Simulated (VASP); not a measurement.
Crystal: GeW.

```
Ge W
1.0
     0.00000    2.57761    2.57761
     2.57761    0.00000    2.57761
     2.57761    2.57761    0.00000
Ge W
1 1
Direct
  0.50000 0.50000 0.50000
  0.00000 0.00000 0.00000
```

* Program: VASP 6.6.1
* Task: relaxation of cell and atoms
* Functional: BLYP
* Potentials or basis: VASP PAW PBE potentials, release 64 (Ge_d, W_sv)
* Cutoff: 600 eV
* k mesh: 9 × 9 × 9
* Occupations: fermi-dirac, width 0.05 eV
* Spin: no spin polarisation

At the start: pressure 8.9 GPa; volume 17.13 Å³/atom.

Problem. Where does the relaxation end?

Solution. Over 5 steps the energy falls by 25.2 meV/atom and the volume is 18.08 Å³/atom (+5.6 %); space group Fm-3m (No. 225, to 0.1 Å) before and after.

Step by step:
```
step  energy change (eV)  largest force (eV/Å)  pressure (GPa)  volume (Å³)
   1              0.0000                0.0000            8.86        34.25
   2              0.0489                0.0000           -9.99        39.16
   3             -0.0503                0.0000           -0.38        36.21
   4             -0.0503                0.0000            0.10        36.12
   5             -0.0503                0.0000           -0.06        36.16
```

Final structure:
```
Ge W
1.0
     0.00000    2.62460    2.62460
     2.62460    0.00000    2.62460
     2.62460    2.62460    0.00000
Ge W
1 1
Direct
  0.50000 0.50000 0.50000
  0.00000 0.00000 0.00000
```

Caveat: the PAW data sets were made with another functional, which shifts forces and pressure a little.
